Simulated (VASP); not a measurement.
Ta:

```
CELL_PARAMETERS angstrom
-1.65336 1.65336 1.65336
1.65336 -1.65336 1.65336
1.65336 1.65336 -1.65336
ATOMIC_POSITIONS crystal
Ta 0.00000 0.00000 0.00000
```

Program: VASP 6.6.1. Alike in all runs: task single point; level r2SCAN; potentials or basis VASP PAW PBE potentials, release 64 (Ta_pv); no spin polarisation; cell as given; cutoff (eV) 520.

**Question.** Order these runs on this cell by their pressure, lowest first.
A. k mesh 13 × 13 × 13; smearing fermi-dirac 0.2 eV
B. k mesh 3 × 3 × 3; smearing fermi-dirac 0.1 eV
C. k mesh 6 × 6 × 6; smearing fermi-dirac 0.1 eV
D. k mesh 2 × 2 × 2; smearing fermi-dirac 0.1 eV

**Answer.** D (-27.4 GPa), B (-1.1 GPa), A (1.0 GPa), C (2.9 GPa).

Caveats: some runs use coarse meshes; the PAW data sets were made with another functional, which shifts forces and pressure a little.
